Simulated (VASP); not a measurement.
A run of VASP 6.6.1:

The input POSCAR:

```
Zn
1.0
    2.5966074179      0.0000000000      0.0000000000
   -1.2983037090      2.2487279876      0.0000000000
    0.0000000000      0.0000000000      4.9834230210
Zn
2
Direct
    0.3333333333      0.6666666667      0.2500000000
    0.6666666667      0.3333333333      0.7500000000
```

File INCAR.step1:

```
PREC = Accurate
ENCUT = 520
ISMEAR = -1
SIGMA = 0.15
LREAL = F
LASPH = T
NELM = 100
NBANDS = 19
GGA = PE
ALGO = Normal
EDIFF = 1E-4
LWAVE = T
LCHARG = F
```

Contents of INCAR.step2:

```
PREC = Accurate
ENCUT = 520
EDIFF = 1E-7
ISMEAR = -1
SIGMA = 0.15
LREAL = F
LASPH = T
NELM = 100
ALGO = Normal
ISIF = 2
LWAVE = F
LCHARG = F
METAGGA = R2SCAN
LMIXTAU = T
NBANDS = 19
ISTART = 1
```

File KPOINTS:

```
Automatic mesh
0
Gamma
  18 18 10
```

Potentials or basis: VASP PAW PBE potentials, release 64 (Zn).

Run with:

```console
$ cat potpaw_PBE.64/Zn/POTCAR > POTCAR
$ cp INCAR.step1 INCAR
$ mpirun -np 1 vasp_std > vasp.out
$ cp INCAR.step2 INCAR
$ mpirun -np 1 vasp_std > vasp.out
```

Hardware: 1 thread of Intel Xeon 8259CL (shared host).

**Question.** How long does it take, and how much memory?

**Answer.** Wall time 11 min on 1 thread of Intel Xeon 8259CL, on a shared host, peak memory 0.22 GiB. Counts: k points 222.
